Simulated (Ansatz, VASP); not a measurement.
**SnS2: VASP beside Ansatz**

```xyz
3
Lattice="3.6390 0.0000 0.0000 -1.8195 3.1515 0.0000 0.0000 0.0000 5.8680" Properties=species:S:1:pos:R:3 pbc="T T T"
Sn    0.0000    0.0000    0.0000
S     0.0000    2.1010    1.4670
S     1.8195    1.0505    4.4010
```

Alike in both runs: task relaxation of cell and atoms; functional PBE; k mesh 6 × 6 × 4; no spin polarisation.

```csv
,VASP,Ansatz
version,VASP 6.6.1,Ansatz 0.2.0
potentials or method,"VASP PAW PBE potentials, release 64 (Sn_d, S), cutoff 500 eV","plane waves, PAW"
occupations,"gaussian, width 0.01 eV",fixed
valence electrons in the cell,26,26
```

Ansatz gave:

| Property | Result |
| --- | --- |
| relaxed volume (Å³/atom) | 27.62 |
| relaxed length of the cell vector where the two differ most in proportion (Å) | 6.973 |

**Question.** What did VASP give for the same quantities?

**Answer.** Relaxed volume (Å³/atom): 26.30; relaxed length of the cell vector where the two differ most in proportion (Å): 6.633.

One of these differences is far larger than is usual between the two programs; its cause wasn't traced.

Noted on VASP's run: the volume moved by over 15 % at a fixed basis, so the end points are rough.
